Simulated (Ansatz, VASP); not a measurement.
## Nb in VASP and in Ansatz

```xyz
1
Lattice="0.0000 2.1088 2.1088 2.1088 0.0000 2.1088 2.1088 2.1088 0.0000" Properties=species:S:1:pos:R:3 pbc="T T T"
Nb    0.0000    0.0000    0.0000
```

Alike in both runs: functional PBE; k mesh 14 × 14 × 14; occupations gaussian, width 0.1 eV; no spin polarisation.

Ansatz relaxed the structure, and its values are those at the end. VASP's run is a single point on that final structure, the one shown.

|  | VASP | Ansatz |
| --- | --- | --- |
| version | VASP 6.6.1 | Ansatz 0.2.0 |
| potentials or method | VASP PAW PBE potentials, release 64 (Nb_sv), cutoff 520 eV | scalar-relativistic, plane waves, PAW |
| valence electrons in the cell | 13 | 13 |

VASP gave:

- gap on the k mesh at the Fermi level (eV): none
- pressure (GPa): -0.4

Q: Which values does Ansatz return?

A: gap on the k mesh at the Fermi level (eV): none; pressure (GPa): 0.0.

A gap of «none» marks a metal or a gap that the smearing closes. With one functional, cell and mesh, what is left measures potentials, basis and numerics.
